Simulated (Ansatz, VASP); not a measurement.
**One calculation of BaTiO3, two programs**

```
CELL_PARAMETERS angstrom
-3.99397 0.00000 0.00000
0.00000 -3.99397 0.00000
-0.99849 0.99849 11.98231
ATOMIC_POSITIONS crystal
Ba 0.77084 0.22916 0.91665
Ba 0.93750 0.06250 0.24998
Ba 0.85417 0.14583 0.58332
Ti 0.47917 0.52083 0.08332
Ti 0.39584 0.60416 0.41665
Ti 0.31250 0.68750 0.74998
O 0.43750 0.56250 0.24998
O 0.35417 0.64583 0.58332
O 0.27084 0.72916 0.91665
O 0.47917 0.02083 0.08332
O 0.39584 0.10416 0.41665
O 0.31250 0.18750 0.74998
O 0.97917 0.52083 0.08332
O 0.89584 0.60416 0.41665
O 0.81250 0.68750 0.74998
```

Alike in both runs: task single point; functional r2SCAN; k mesh 7 × 7 × 3; occupations gaussian, width 0.05 eV; no spin polarisation.

|  | VASP | Ansatz |
| --- | --- | --- |
| version | VASP 6.6.1 | Ansatz 0.2.0 |
| potentials or method | VASP PAW PBE potentials, release 64 (Ba_sv, Ti_sv, O), cutoff 520 eV | scalar-relativistic, plane waves, PAW |
| valence electrons in the cell | 120 | 120 |

VASP gave:

* gap on the k mesh at the Fermi level (eV): 1.10
* least direct gap on the mesh (eV): 1.30
* pressure (GPa): 5.2
* traceless stress, the component that is largest in VASP (GPa): 7.94
* rms of the force components (eV/Å): 1.608

Question: Estimate Ansatz's values.

Answer: gap on the k mesh at the Fermi level (eV): 1.09; least direct gap on the mesh (eV): 1.28; pressure (GPa): 2.7; traceless stress, the component that is largest in VASP (GPa): 7.43; rms of the force components (eV/Å): 1.506.

VASP's potentials were made for PBE, not for r2SCAN. Atom by atom the forces differ by 0.118 eV/Å (rms over components). With one functional, cell and mesh, what is left measures potentials, basis and numerics.

Spin-orbit coupling is off throughout.
